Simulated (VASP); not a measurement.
Wanted: the native input for a VASP 6.6.1 run.

* Task: single point
* Functional: LDA
* Potentials or basis: VASP PAW LDA potentials, release 64 (Al, N)
* Cutoff: 520 eV
* k mesh: 9 × 9 × 6
* Occupations: gaussian, width 0.05 eV
* Spin: no spin polarisation
* Dipole correction: no
* Further INCAR settings: ALGO = Normal; EDIFF = 1e-07; NBANDS = 16

The structure of AlN lies in POSCAR:

```
AlN
1.0
    3.2758593918      0.0000000000      0.0000000000
   -1.6379296959      2.8369774526      0.0000000000
    0.0000000000      0.0000000000      4.1006874222
Al N
2 2
Direct
    0.3333333333      0.6666666667      0.7500000000
    0.6666666667      0.3333333333      0.2500000000
    0.3333333333      0.6666666667      0.2500000000
    0.6666666667      0.3333333333      0.7500000000
```

The input as run:

INCAR

```
  PREC = Accurate
  ENCUT = 520
  EDIFF = 1E-7
  ISMEAR = 0
  SIGMA = 0.05
  LREAL = F
  LASPH = T
  NELM = 60
  ALGO = Normal
  ISIF = 2
  LWAVE = F
  LCHARG = T
  LELF = T
  LVHAR = T
  NBANDS = 16
```

KPOINTS

```
regular mesh
0
Gamma
  9 9 6
```

Potentials or basis: VASP PAW LDA potentials, release 64 (Al, N).

Launch:

```console
$ cat potpaw_LDA.64/Al/POTCAR potpaw_LDA.64/N/POTCAR > POTCAR
$ mpirun -np 1 vasp_std > vasp.out
```

It gave:

| Property | Result |
| --- | --- |
| Pressure | 0.6 GPa |
| Band gap on the k mesh | 3.63 eV, direct |

Run time: 33 s on 1 thread of AMD EPYC 7R13, on a shared host, peak memory 0.11 GiB.
